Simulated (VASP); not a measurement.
Crystal: HfO2.

```
CELL_PARAMETERS angstrom
5.11291 0.00000 0.00000
0.00000 4.90260 0.00000
0.00000 0.00000 4.92995
ATOMIC_POSITIONS crystal
Hf 0.96699 0.73252 0.74144
Hf 0.53301 0.73252 0.24144
Hf 0.46699 0.26748 0.74144
Hf 0.03301 0.26748 0.24144
O 0.63213 0.92865 0.87927
O 0.86787 0.92865 0.37927
O 0.23395 0.53988 0.49229
O 0.26605 0.53988 0.99229
O 0.76605 0.46012 0.99229
O 0.73395 0.46012 0.49229
O 0.13213 0.07135 0.87927
O 0.36787 0.07135 0.37927
```

Base run:

| Quantity | Value |
| --- | --- |
| Program | VASP 6.6.1 |
| Functional | BLYP |
| Dispersion | D3(BJ) |
| Potentials or basis | VASP PAW PBE potentials, release 64 (Hf_pv, O) |
| Cutoff | 520 eV |
| k mesh | 5 × 6 × 5 |
| Occupations | fermi-dirac, width 0.05 eV |
| Spin | no spin polarisation |

Its results: band gap on the k mesh 4.71 eV, indirect (least direct gap 4.89 eV); pressure 25.0 GPa; largest force 0.387 eV/Å.

Problem. The run is repeated on the same cell with these changes: functional from BLYP to SVWN5; dispersion from D3(BJ) to none. What comes out?

Solution. Band gap on the k mesh 4.46 eV, indirect (least direct gap 4.68 eV); pressure 9.7 GPa; largest force 0.295 eV/Å.

Several settings changed at once, so the effect can't be laid on one alone.

Caveats: the PAW data sets were made with another functional, which shifts forces and pressure a little; spin-orbit coupling is left out, which moves the levels of the heavy elements.

A k mesh can miss the band edges.
